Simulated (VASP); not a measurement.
# HC16 (a cell with a defect) in VASP: a series of runs, part 2 of 2

VASP 6.6.1.

## Step 3: Relaxation of the atoms, PBEsol

File INCAR:

```
SYSTEM = HC16
PREC = Accurate
ENCUT = 520
EDIFF = 1E-7
ISMEAR = 0
SIGMA = 0.05
LREAL = Auto
LASPH = .TRUE.
NELM = 60
ALGO = Normal
ISIF = 2
LWAVE = .FALSE.
LCHARG = .FALSE.
GGA = PS
IBRION = 2
NSW = 80
EDIFFG = -0.03
NELECT = 64.0
```

File KPOINTS:

```
Automatic mesh
0
G
  3 3 3
  0 0 0
```

File POSCAR:

```
HC16
1.0
    0.0000000000      3.5700000000      3.5700000000
    3.5700000000      0.0000000000      3.5700000000
    3.5700000000      3.5700000000      0.0000000000
C H
16 1
Direct
    0.0000000000      0.0000000000      0.0000000000
    0.1250000000      0.1250000000      0.1250000000
    0.0000000000      0.0000000000      0.5000000000
    0.1250000000      0.1250000000      0.6250000000
    0.0000000000      0.5000000000      0.0000000000
    0.1250000000      0.6250000000      0.1250000000
    0.0000000000      0.5000000000      0.5000000000
    0.1250000000      0.6250000000      0.6250000000
    0.5000000000      0.0000000000      0.0000000000
    0.6250000000      0.1250000000      0.1250000000
    0.5000000000      0.0000000000      0.5000000000
    0.6250000000      0.1250000000      0.6250000000
    0.5000000000      0.5000000000      0.0000000000
    0.6250000000      0.6250000000      0.1250000000
    0.5000000000      0.5000000000      0.5000000000
    0.6250000000      0.6250000000      0.6250000000
    0.8700050700      0.3729659500      0.8644544700
```

Potentials or basis: VASP PAW PBE potentials, release 64 (C, H).

On the command line:

```bash
cat potpaw_PBE.64/C/POTCAR potpaw_PBE.64/H/POTCAR > POTCAR
mpirun -np 1 vasp_std > vasp.out
```

OUTCAR:

```text
SYSTEM = HC16
   PREC = Accurate
   ENCUT = 520
   EDIFF = 1E-7
   ISMEAR = 0
   LREAL = Auto
   LASPH = .TRUE.
   NELM = 60
   ISIF = 2
   GGA = PS
   IBRION = 2
   NSW = 80
   EDIFFG = -0.03
   NELECT = 64.0

 ion  position               nearest neighbor table
   1  0.000  0.000  0.000-   2 1.55   4 1.55   6 1.55  10 1.55
   2  0.125  0.125  0.125-   1 1.55   3 1.55   5 1.55   9 1.55
   3  0.000  0.000  0.500-   2 1.55   4 1.55   8 1.55  12 1.55
   4  0.125  0.125  0.625-   1 1.55   3 1.55   7 1.55  11 1.55
   5  0.000  0.500  0.000-   2 1.55   6 1.55   8 1.55  14 1.55
   6  0.125  0.625  0.125-   1 1.55   5 1.55   7 1.55  13 1.55
[... 8 lines left out ...]
  15  0.500  0.500  0.500-   8 1.55  12 1.55  14 1.55  16 1.55
  16  0.625  0.625  0.625-   7 1.55  11 1.55  13 1.55  15 1.55
  17  0.870  0.373  0.864-

  LATTYP: Found a face centered cubic cell.
 ALAT       =     7.1400000000

  Lattice vectors:

 A1 = (   0.0000000000,   3.5700000000,   3.5700000000)
 A2 = (   3.5700000000,   0.0000000000,   3.5700000000)
 A3 = (   3.5700000000,   3.5700000000,   0.0000000000)

Analysis of symmetry for initial positions (statically):
=====================================================================
 Subroutine PRICEL returns:
 Original cell was already a primitive cell.

 Routine SETGRP: Setting up the symmetry group for a
 face centered cubic supercell.

 Subroutine GETGRP returns: Found  1 space group operations
 (whereof  1 operations were pure point group operations)
 out of a pool of 48 trial point group operations.

The static configuration has the point symmetry C_1 .

Analysis of symmetry for dynamics (positions and initial velocities):
=====================================================================
 Subroutine PRICEL returns:
 Original cell was already a primitive cell.

 Routine SETGRP: Setting up the symmetry group for a
 face centered cubic supercell.

 Subroutine GETGRP returns: Found  1 space group operations
 (whereof  1 operations were pure point group operations)
 out of a pool of 48 trial point group operations.

The dynamic configuration has the point symmetry C_1 .

 Subroutine INISYM returns: Found  1 space group operations
 (whereof  1 operations are pure point group operations),
 and found     1 'primitive' translations

----------------------------------------------------------------------------------------

                                     Primitive cell

  volume of cell :      90.9986

  direct lattice vectors                    reciprocal lattice vectors
     0.000000000  3.570000000  3.570000000    -0.140056022  0.140056022  0.140056022
     3.570000000  0.000000000  3.570000000     0.140056022 -0.140056022  0.140056022
     3.570000000  3.570000000  0.000000000     0.140056022  0.140056022 -0.140056022

  length of vectors
     5.048742418  5.048742418  5.048742418     0.242584147  0.242584147  0.242584147

  position of ions in fractional coordinates (direct lattice)
     0.000000000  0.000000000  0.000000000
     0.125000000  0.125000000  0.125000000
     0.000000000  0.000000000  0.500000000
     0.125000000  0.125000000  0.625000000
     0.000000000  0.500000000  0.000000000
     0.125000000  0.625000000  0.125000000
[... 9 lines left out ...]
     0.625000000  0.625000000  0.625000000
     0.870005070  0.372965950  0.864454470

[... 66 lines left out ...]
   dimension x,y,z NGXF=    80 NGYF=   80 NGZF=   80
   ions per type =              16   1
   NGX,Y,Z   is equivalent  to a cutoff of  13.17, 13.17, 13.17 a.u.
   NGXF,Y,Z  is equivalent  to a cutoff of  26.34, 26.34, 26.34 a.u.
 SYSTEM =  HC16
   PREC   = accura    normal or accurate (medium, high low for compatibility)
   ISTART =      0    job   : 0-new  1-cont  2-samecut
   ICHARG =      2    charge: 1-file 2-atom 10-const
   ISPIN  =      1    spin polarized calculation?
   LNONCOLLINEAR =      F non collinear calculations
   LSORBIT =      F    spin-orbit coupling
   LASPH  =      T    aspherical Exc in radial PAW
   ENCUT  =  520.0 eV  38.22 Ry    6.18 a.u.   9.39  9.39  9.39*2*pi/ulx,y,z
   NELM   =     60;   NELMIN=  2; NELMDL= -5     # of ELM steps
   EDIFF  = 0.1E-06   stopping-criterion for ELM
   LREAL  =      T    real-space projection
   EDIFFG = -.3E-01   stopping-criterion for IOM
   NSW    =     80    number of steps for IOM
   IBRION =      2    ionic relax: 0-MD 1-quasi-New 2-CG
   NFREE  =      1    steps in history (QN), initial steepest desc. (CG)
   ISIF   =      2    stress and relaxation
   ISYM   =      2    0-nonsym 1-usesym 2-fastsym
   POTIM  = 0.5000    time-step for ionic-motion
   TEBEG  =    0.0;   TEEND  =   0.0 temperature during run
   PSTRESS=    0.0 pullay stress
   NELECT =      64.0000    total number of electrons
   NUPDOWN=      -1.0000    fix difference up-down
   EMIN   =  10.00;   EMAX   =-10.00  energy-range for DOS
   EFERMI =   0.00;   METHOD = LEGACY
   ISMEAR =     0;   SIGMA  =   0.05  broadening in eV -4-tet -1-fermi 0-gaus
   EFERMI_NEDOS =   21; number of points for ismear=-14 and -15
   IALGO  =     38    algorithm
   IMIX   =      4    mixing-type and parameters
     AMIX     =   0.40;   BMIX     =  1.00
     AMIX_MAG =   1.60;   BMIX_MAG =  1.00
  volume/ion in A,a.u.               =       5.35        36.12
  Fermi-wavevector in a.u.,A,eV,Ry     =   1.455872  2.751200 28.838420  2.119564
  Thomas-Fermi vector in A             =   2.572856
   LORBIT       =      0    0 simple, 1 ext, 2 COOP (PROOUT), +10 PAW based schemes
   GGA     = PS    functional components
   LHFCALC =     F    Hartree Fock is set to
   AEXX    =    0.0000 exact exchange contribution
   IVDW    =     0    specifies the selected vdW correction
   LEPSILON=     F    determine dielectric tensor
   LRPA    =     F    only Hartree local field effects (RPA)
 conjugate gradient relaxation of ions
 non-spin polarized calculation
 Gauss-broadening in eV      SIGMA  =   0.05
  energy-cutoff  :      520.00
  volume of cell :       91.00
 maximum number of plane-waves:      2453
 NGX is ok and might be reduce to    40
   NGX = 19   NGY = 19   NGZ = 19

--------------------------------------- Ionic step        1  -------------------------------------------

 number of electron      63.9999994 magnetization

 Free energy of the ion-electron system (eV)
  ---------------------------------------------------
  ext. energy  EPLUGINS =         0.00000000
  ---------------------------------------------------
  free energy    TOTEN  =      -163.01773440 eV

  energy without entropy =     -163.01548505  energy(sigma->0) =     -163.01660972

------------------------ aborting loop because EDIFF is reached ----------------------------------------

  FORCE on cell =-STRESS in cart. coord.  units (eV):
  Direction    XX          YY          ZZ          XY          YZ          ZX
  --------------------------------------------------------------------------------------
  -------------------------------------------------------------------------------------
  Total      -11.3725523    -11.3989899    -11.3391113     -0.0738634     -0.0912254     -0.1059557
  in kB     -200.2321820   -200.6976595   -199.6433996     -1.3004841     -1.6061705     -1.8655219
  external PRESSURE =    -200.1910804 kB  Pullay stress =       0.0000000 kB
[... 134 lines left out ...]
  FREE ENERGIE OF THE ION-ELECTRON SYSTEM (eV)
  ---------------------------------------------------
  free  energy   TOTEN  =      -163.1260707565 eV

  energy  without entropy=     -163.1255801129  energy(sigma->0) =     -163.12582543

 E-fermi :   9.9622     XC(G=0): -13.4456

 val. band max:        9.8420593789   @ k =   0.0000   0.0000   0.0000
 cond. band min:      10.0790800072   @ k =   0.0000   0.0000   0.0000
 fundamental gap:      0.2370206282
 Fermi energy:         9.9621810262

 k-point     1 :       0.0000    0.0000    0.0000
  band No.  band energies     occupation
      1     -11.9317      2.00000
      2      -6.1874      2.00000
      3      -5.9198      2.00000
      4      -5.9110      2.00000
      5      -5.8615      2.00000
      6      -5.0905      2.00000
[... 605 lines left out ...]
     40      18.3518      0.00000
     41      18.4449      0.00000

[... ionic steps 4 to 38 ...]

--------------------------------------- Ionic step       39  -------------------------------------------

 number of electron      63.9999999 magnetization

------------------------ aborting loop because EDIFF is reached ----------------------------------------
[... 97 lines left out ...]
--------------------------------------- Ionic step       41  -------------------------------------------

 number of electron      64.0000000 magnetization

 Free energy of the ion-electron system (eV)
  ---------------------------------------------------
  ext. energy  EPLUGINS =         0.00000000
  ---------------------------------------------------
  free energy    TOTEN  =      -163.82904499 eV

  energy without entropy =     -163.82904499  energy(sigma->0) =     -163.82904499

 E-fermi :  10.1533     XC(G=0): -13.4275

 val. band max:        9.8778691428   @ k =   0.0000   0.0000   0.0000
 cond. band min:      12.7730175672   @ k =   0.0000   0.0000   0.0000
 fundamental gap:      2.8951484244
 Fermi energy:        10.1532669066

 k-point     1 :       0.0000    0.0000    0.0000
  band No.  band energies     occupation
      1     -12.0467      2.00000
      2      -6.9403      2.00000
      3      -6.0004      2.00000
      4      -5.9313      2.00000
      5      -5.8804      2.00000
      6      -4.8647      2.00000
[... 649 lines left out ...]
  FREE ENERGIE OF THE ION-ELECTRON SYSTEM (eV)
  ---------------------------------------------------
  free  energy   TOTEN  =      -163.8290449856 eV

  energy  without entropy=     -163.8290449856  energy(sigma->0) =     -163.82904499

 reached required accuracy - stopping structural energy minimisation
```

It took 29 min on 1 thread of Intel Xeon Platinum 8488C (Sapphire Rapids), shared host; peak memory 0.25 GiB.

Results:

* Free energy: -163.8290 eV
* Energy gained by relaxing: 47.7 meV/atom
* Ionic steps: 41
* Largest force after relaxing: 0.029 eV/Å

Forces on the atoms (eV/Å):
```
C    0.003  0.012 -0.002
C   -0.008  0.015  0.001
C   -0.011  0.006  0.012
C    0.002 -0.009  0.002
C   -0.005 -0.002  0.001
C   -0.002 -0.005 -0.011
C   -0.014 -0.007 -0.007
C    0.003  0.008 -0.005
C    0.009  0.014 -0.004
C    0.003  0.010 -0.003
C   -0.017 -0.014 -0.005
C   -0.002 -0.009  0.016
C    0.007 -0.003 -0.002
C    0.003 -0.004  0.005
C    0.001 -0.009  0.002
C   -0.001 -0.009 -0.003
H    0.029  0.006  0.000
```

Step by step:
| step | energy change (eV) | largest force (eV/Å) | pressure (GPa) |
| --- | --- | --- | --- |
| 1 | 0.0000 | 1.3006 | -20.02 |
| 3 | -0.1083 | 0.4221 | -20.66 |
| 5 | -0.1158 | 0.4995 | -20.57 |
| 7 | -0.1470 | 0.7221 | -20.57 |
| 9 | -0.3560 | 1.4691 | -20.11 |
| 11 | -0.4852 | 2.3952 | -19.37 |
| 13 | -0.4947 | 2.3963 | -19.33 |
| 15 | -0.5254 | 2.3909 | -19.17 |
| 17 | -0.5349 | 2.3782 | -19.03 |
| 19 | -0.6040 | 1.9024 | -19.20 |
| 21 | -0.7172 | 0.6841 | -19.42 |
| 23 | -0.7292 | 0.5696 | -19.44 |
| 25 | -0.7412 | 0.6094 | -19.23 |
| 27 | -0.7572 | 0.4732 | -19.26 |
| 29 | -0.7746 | 0.3754 | -18.85 |
| 31 | -0.7984 | 0.2209 | -18.18 |
| 33 | -0.8050 | 0.1847 | -17.81 |
| 35 | -0.8087 | 0.1264 | -17.53 |
| 37 | -0.8106 | 0.0625 | -17.39 |
| 39 | -0.8110 | 0.0401 | -17.34 |
| 41 | -0.8113 | 0.0294 | -17.32 |

Final structure:
```cif
data_structure
_symmetry_space_group_name_H-M 'P 1'
_symmetry_Int_Tables_number 1
_cell_length_a 5.0487
_cell_length_b 5.0487
_cell_length_c 5.0487
_cell_angle_alpha 60.000
_cell_angle_beta 60.000
_cell_angle_gamma 60.000
_cell_volume 91.00
loop_
_atom_site_label
_atom_site_type_symbol
_atom_site_fract_x
_atom_site_fract_y
_atom_site_fract_z
_atom_site_occupancy
C1 C 0.00441 0.99683 0.01055 1
C2 C 0.12861 0.12335 0.13343 1
C3 C 0.00565 0.99899 0.50675 1
C4 C 0.14034 0.11278 0.63241 1
C5 C 0.00007 0.49726 0.00896 1
C6 C 0.12230 0.62453 0.13269 1
C7 C 0.02803 0.49593 0.49757 1
C8 C 0.12910 0.62534 0.63373 1
C9 C 0.50245 0.99900 0.00922 1
C10 C 0.62727 0.12211 0.13507 1
C11 C 0.50990 0.99982 0.50744 1
C12 C 0.63084 0.12390 0.63530 1
C13 C 0.49240 0.50019 0.01813 1
C14 C 0.62557 0.62571 0.13346 1
C15 C 0.50120 0.49942 0.50729 1
C16 C 0.60310 0.63462 0.63810 1
H1 H 0.81876 0.39317 0.72433 1
```

Caveat: the k points lie up to 0.51 Å⁻¹ apart; the cell carries a net charge on a neutralising background, which shifts energy and pressure; the cell is charged against a uniform background, so pressure and absolute levels hang on convention; the PAW data sets were made with another functional, which shifts forces and pressure a little.
